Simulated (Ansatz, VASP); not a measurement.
WC: VASP beside Ansatz

```
W C
1.0
     2.92922    0.00000    0.00000
    -1.46461    2.53678    0.00000
     0.00000    0.00000    2.85701
W C
1 1
Cartesian
  0.0000 0.0000 0.0000
  1.4646 0.8456 1.4285
```

Change from the starting cell: volume scaled by 1.03.

Alike in both runs: task single point; functional PBE; k mesh 13 × 13 × 12; occupations fermi-dirac, width 0.05 eV; no spin polarisation.

|  | VASP | Ansatz |
| --- | --- | --- |
| version | VASP 6.6.1 | Ansatz 0.2.0 |
| potentials or method | VASP PAW PBE potentials, release 64 (W_sv, C), cutoff 520 eV | all-electron LAPW, scalar-relativistic |

VASP gave:

| Quantity | Value |
| --- | --- |
| pressure (GPa) | -2.3 |
| traceless stress, the component that is largest in VASP (GPa) | -0.84 |

Q: Estimate Ansatz's values.

A: Pressure (GPa): -3.2; traceless stress, the component that is largest in VASP (GPa): -1.03.

Ansatz ran all-electron here, and VASP with PAW potentials.

Spin-orbit coupling is off throughout.
